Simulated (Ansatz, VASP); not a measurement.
# One calculation of BaTiO3, two programs

The input INCAR:

```
SYSTEM = BaTiO3
PREC = Accurate ; ENCUT = 910
EDIFF = 1E-8 ; ISMEAR = -1
SIGMA = 0.05 ; LREAL = .FALSE.
LASPH = .TRUE. ; NELM = 120
ALGO = Normal ; ISIF = 2
LWAVE = .FALSE. ; LCHARG = .FALSE.
GGA = PS ; LEFG = .TRUE.
NBANDS = 28 ; GGA_COMPAT = .FALSE.
```

File KPOINTS:

```
regular mesh
0
G
  8 8 8
  0 0 0
```

POSCAR

```
BaTiO3
1.0
    3.9841000000      0.0000000000      0.0000000000
    0.0000000000      2.8370500000      2.8173420000
    0.0000000000     -2.8370500000      2.8173420000
Ba Ti O
1 1 3
Direct
    0.0000000000      0.0000000000      0.0000000000
    0.5000000000      0.5079000000      0.5079000000
    0.0000000000      0.4921000000      0.4921000000
    0.5000000000      0.5025100000      0.9937100000
    0.5000000000      0.9937100000      0.5025100000
```

Input for Ansatz:

```yaml
crystal:
  lattice:
    - [3.9841, 0.0, 0.0]
    - [0.0, 2.83705, 2.817342]
    - [0.0, -2.83705, 2.817342]
  atoms:
    - { symbol: Ba, position: [0.0, 0.0, 0.0] }
    - { symbol: Ti, position: [0.5, 0.5079, 0.5079] }
    - { symbol: O, position: [0.0, 0.4921, 0.4921] }
    - { symbol: O, position: [0.5, 0.50251, 0.99371] }
    - { symbol: O, position: [0.5, 0.99371, 0.50251] }
kpoints:
  mp_grid: { grid: [8, 8, 8] }
scf:
  occupations: { method: fermi_dirac, width: 0.05 }
hamiltonian:
  xc: pbesol
  pseudopotentials: { kind: paw }
output:
  forces: true
  stress: true
  eigenvalues: true
  efg: { contact_densities: true }
```

Change from the starting cell: zz strain of -1 %, PAW files.

Alike in both runs: task electric field gradients; functional PBEsol; k mesh 8 × 8 × 8; occupations fermi-dirac, width 0.05 eV; no spin polarisation.

|  | VASP | Ansatz |
| --- | --- | --- |
| version | VASP 6.6.1 | Ansatz 0.2.0 |
| potentials or method | VASP PAW PBE potentials, release 64 (Ba_sv, Ti_sv, O_h) | PAW with Ansatz's default frozen-core files, scalar-relativistic |
| plane-wave cutoff (eV) | 910 | 420 |
| valence electrons in the cell | 40 | 40 |

Ansatz gave:

```
gap on the k mesh at the Fermi level (eV)            : 1.84
rms of the force components (eV/Å)                   : 0.084
size of Vzz on the site where it differs most (V/Å²) : 23.8
```

Problem. Estimate VASP's values.

Solution. gap on the k mesh at the Fermi level (eV): 1.78; rms of the force components (eV/Å): 0.083; size of Vzz on the site where it differs most (V/Å²): 22.9.

VASP's potentials were made for PBE, not for PBEsol. Atom by atom the forces differ by 0.005 eV/Å (rms over components).

Neither program's run includes spin-orbit coupling. Noted on VASP's run: the cutoff is short for stress, so the pressure is rough.
